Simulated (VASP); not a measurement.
Input of a VASP 6.6.1 run:

The input INCAR:

```
SYSTEM = CuI
ALGO = Normal
EDIFF = 1E-6
ENCUT = 520
GGA = PE
ISIF = 2
ISMEAR = 0
LASPH = .TRUE.
LCHARG = .FALSE.
LREAL = .FALSE.
LWAVE = .FALSE.
NBANDS = 26
NELM = 60
PREC = Accurate
SIGMA = 0.01
```

Contents of KPOINTS:

```
k-points
0
G
  6 6 6
  0 0 0
```

File POSCAR:

```
CuI
1.0
    3.5037460410     -3.5931531833      0.0000000000
    3.5037460410      3.5931531833      0.0000000000
    0.0000000000      0.0000000000      4.3220096083
Cu I
2 2
Direct
    0.4168025133      0.5831974867      0.7500000000
    0.5831974867      0.4168025133      0.2500000000
    0.7779467552      0.2220532448      0.7500000000
    0.2220532448      0.7779467552      0.2500000000
```

Potentials or basis: VASP PAW PBE potentials, release 64 (Cu, I).

Command:

```bash
$ cat potpaw_PBE.64/Cu/POTCAR potpaw_PBE.64/I/POTCAR > POTCAR
$ mpirun -np 1 vasp_std > vasp.out
```

Task: What does it give for the band gap on the k mesh?

Result: 0.96 eV.

Task: Estimate the pressure.

Result: 2.3 GPa.

Task: What does it give for the largest force?

Result: 0.159 eV/Å.

Stress tensor (GPa, compression positive):
```
1.79 0.00 0.00
0.00 2.58 0.00
0.00 0.00 2.64
```

Caveat: spin-orbit coupling is left out, which moves the levels of the heavy elements. A k mesh can miss the band edges.
